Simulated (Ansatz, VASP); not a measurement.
## Mo: VASP beside Ansatz

Contents of INCAR:

```
PREC     = Accurate       # precision mode
ENCUT    = 520            # plane-wave cutoff, eV
EDIFF    = 1E-6           # SCF threshold, eV
ISMEAR   = 0              # smearing method
SIGMA    = 0.1            # smearing width, eV
LREAL    = False          # projectors in reciprocal space
LASPH    = True           # aspherical terms in the spheres
NELM     = 60             # most SCF steps
ALGO     = Normal         # electronic algorithm
ISIF     = 2              # what is computed and relaxed
LWAVE    = False          # write WAVECAR
LCHARG   = False          # write CHGCAR
GGA      = PS             # functional
NBANDS   = 13             # bands
```

KPOINTS

```
regular mesh
0
Gamma
  18 18 18
```

POSCAR

```
Mo
1.0
   -1.5673081500      1.5673081500      1.5673081500
    1.5673081500     -1.5673081500      1.5673081500
    1.5673081500      1.5673081500     -1.5673081500
Mo
1
Direct
    0.0000000000      0.0000000000      0.0000000000
```

Input for Ansatz:

```yaml
crystal:
  lattice:
    - [-1.56730815, 1.56730815, 1.56730815]
    - [1.56730815, -1.56730815, 1.56730815]
    - [1.56730815, 1.56730815, -1.56730815]
  atoms:
    - { symbol: Mo, position: [0.0, 0.0, 0.0] }
basis:
  ecutwfc: 420
kpoints:
  mp_grid: { grid: [18, 18, 18] }
hamiltonian:
  xc: pbesol
scf:
  occupations: { method: gaussian, width: 0.1 }
output:
  forces: true
  stress: true
  eigenvalues: true
```

Alike in both runs: task single point; functional PBEsol; k mesh 18 × 18 × 18; occupations gaussian, width 0.1 eV; no spin polarisation.

|  | VASP | Ansatz |
| --- | --- | --- |
| version | VASP 6.6.1 | Ansatz 0.2.0 |
| potentials or method | VASP PAW PBE potentials, release 64 (Mo_sv), cutoff 520 eV | scalar-relativistic, plane waves, PAW |
| valence electrons in the cell | 14 | 14 |

VASP gave:

* gap on the k mesh at the Fermi level (eV): none
* pressure (GPa): -0.9

What did Ansatz give for the same quantities?

gap on the k mesh at the Fermi level (eV): none; pressure (GPa): -1.4.

VASP's potentials were made for PBE, not for PBEsol. A gap of «none» marks a metal or a gap that the smearing closes.
